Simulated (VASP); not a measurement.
Rb, 2 atoms in the cell. It takes space group P6_3/mmc (No. 194, hexagonal). Conventional cell: a = 3.800 Å, b = 3.800 Å, c = 6.156 Å, α = 90.00°, β = 90.00°, γ = 120.00°. Within 5.0 Å of Rb (site symmetry -6m2) lie 12 Rb at 3.78 to 3.80 Å. 

- Program: VASP 6.6.1
- Task: relaxation of cell and atoms
- Functional: PBE
- Potentials or basis: VASP PAW PBE potentials, release 64 (Rb_sv)
- Cutoff: 600 eV
- k mesh: 12 × 12 × 7
- Occupations: fermi-dirac, width 0.08 eV
- Spin: no spin polarisation
- Target pressure: 10 GPa
- Dipole correction: no
- Further INCAR settings: ALGO = Normal; EDIFF = 1e-06; IBRION = 2; EDIFFG = -0.005; NSW = 60; ISIF = 3

Potentials or basis: VASP PAW PBE potentials, release 64 (Rb_sv).

The run is started by

```console
$ cat potpaw_PBE.64/Rb_sv/POTCAR > POTCAR
$ mpirun -np 1 vasp_std > vasp.out
```

Hardware: 1 thread of Oxide Virtual Turin-like Processor (shared host).

Task: Estimate the wall time of this run.

Result: Run time: 9 min on 1 thread of Oxide Virtual Turin-like Processor, with other jobs on the host, peak memory 0.23 GiB. Counts: scf iterations 58, k points 76, ion steps 9.
